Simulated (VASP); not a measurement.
# Si4S: single point with PBE

The system is Si4S.

```xyz
5
Lattice="-2.3241 2.3241 3.8238 2.3241 -2.3241 3.8238 2.3241 2.3241 -3.8238" Properties=species:S:1:pos:R:3 pbc="T T T"
Si    0.0000    0.0000    2.5362
Si    0.0000    0.0000    5.1113
Si    0.0000    2.3241    0.0000
Si    2.3241    0.0000    0.0000
S     0.0000    0.0000    0.0000
```

```json
{
  "Program": "VASP 6.6.1",
  "Task": "single point",
  "Functional": "PBE",
  "Potentials or basis": "VASP PAW PBE potentials, release 64 (Si, S)",
  "Cutoff": "500 eV",
  "k mesh": "5 × 5 × 5",
  "Occupations": "gaussian, width 0.2 eV",
  "Spin": "no spin polarisation",
  "Dipole correction": "no",
  "Further INCAR settings": "ALGO = Normal; EDIFF = 1e-06; NBANDS = 19"
}
```

```
Pressure               : 0.0 GPa
Largest force          : 0.030 eV/Å
Band gap on the k mesh : zero (band 11 reaches 9.04 eV, above the bottom of band 12 at 6.47 eV)
```

Forces on the atoms (eV/Å):
```
Si   0.000  0.000  0.030
Si   0.000  0.000 -0.030
Si   0.000  0.000  0.000
Si   0.000  0.000  0.000
S    0.000  0.000  0.000
```

Stress tensor (GPa, compression positive):
```
-0.18  0.00  0.00
 0.00 -0.18  0.00
 0.00  0.00  0.28
```

Levels at points of the mesh, in eV from the Fermi level:
```csv
k point,band 7,band 8,band 9,band 10,band 11,band 12,band 13,band 14,band 15,band 16
"(0.00, 0.00, 0.00)",-4.44,-3.39,-2.52,-2.52,-1.84,-1.84,-1.30,-1.29,1.89,5.05
```

Wall time 32 s on 1 thread of Intel(R) Xeon(R) Platinum 8488C (Sapphire Rapids), on a shared host, peak memory 0.22 GiB.

Caveat: the k points lie up to 0.38 Å⁻¹ apart.
